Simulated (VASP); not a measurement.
Here is a VASP 6.6.1 calculation.

The input POSCAR:

```
Pt
1.0
    2.7606656158      0.0000000000      0.0000000000
   -1.3803328079      2.3908065546      0.0000000000
    0.0000000000      0.0000000000      4.7921340000
Pt
2
Direct
    0.3333333333      0.6666666667      0.2500000000
    0.6666666667      0.3333333333      0.7500000000
```

File INCAR.step1:

```
SYSTEM = Pt
PREC     = Accurate       ! precision mode
ENCUT    = 520            ! plane-wave cutoff, eV
EDIFF    = 1E-5           ! SCF threshold, eV
ISMEAR   = 0              ! smearing method
SIGMA    = 0.1            ! smearing width, eV
LREAL    = .FALSE.        ! projectors in reciprocal space
LASPH    = .TRUE.         ! aspherical terms in the spheres
NELM     = 80             ! most SCF steps
ALGO     = Normal         ! electronic algorithm
ISIF     = 2              ! what is computed and relaxed
LWAVE    = .TRUE.         ! write WAVECAR
LCHARG   = .FALSE.        ! write CHGCAR
GGA      = PE             ! functional
NBANDS   = 17             ! bands
```

Contents of INCAR.step2:

```
SYSTEM = Pt
PREC     = Accurate       ! precision mode
ENCUT    = 520            ! plane-wave cutoff, eV
EDIFF    = 1E-6           ! SCF threshold, eV
ISMEAR   = 0              ! smearing method
SIGMA    = 0.1            ! smearing width, eV
LREAL    = .FALSE.        ! projectors in reciprocal space
LASPH    = .TRUE.         ! aspherical terms in the spheres
NELM     = 80             ! most SCF steps
ALGO     = Normal         ! electronic algorithm
ISIF     = 2              ! what is computed and relaxed
LWAVE    = .FALSE.        ! write WAVECAR
LCHARG   = .FALSE.        ! write CHGCAR
GGA      = PE             ! functional
LHFCALC  = .TRUE.         ! exact exchange
HFSCREEN = 0.2079         ! screening, 1/A
PRECFOCK = Normal       
ISTART   = 1            
NBANDS   = 17             ! bands
```

Contents of KPOINTS:

```
regular mesh
0
G
  6 6 3
  0 0 0
```

Potentials or basis: VASP PAW PBE potentials, release 64 (Pt).

Launch:

```bash
$ cat potpaw_PBE.64/Pt/POTCAR > POTCAR
$ cp INCAR.step1 INCAR
$ mpirun -np 1 vasp_std > vasp.out
$ cp INCAR.step2 INCAR
$ mpirun -np 1 vasp_std > vasp.out
```

What does it give for the pressure?

-10.2 GPa.

Estimate the band gap on the k mesh.

zero (bands 10 and 11 overlap by 1.52 eV).

Stress tensor (GPa, compression positive):
```
-10.87   0.00   0.00
  0.00 -10.87   0.00
  0.00   0.00  -8.89
```

Caveat: the k points lie up to 0.44 Å⁻¹ apart, too coarse for converged energies and pressures of a metal; the PAW data sets were made with another functional, which shifts forces and pressure a little; spin-orbit coupling is left out, which moves the levels of the heavy elements.
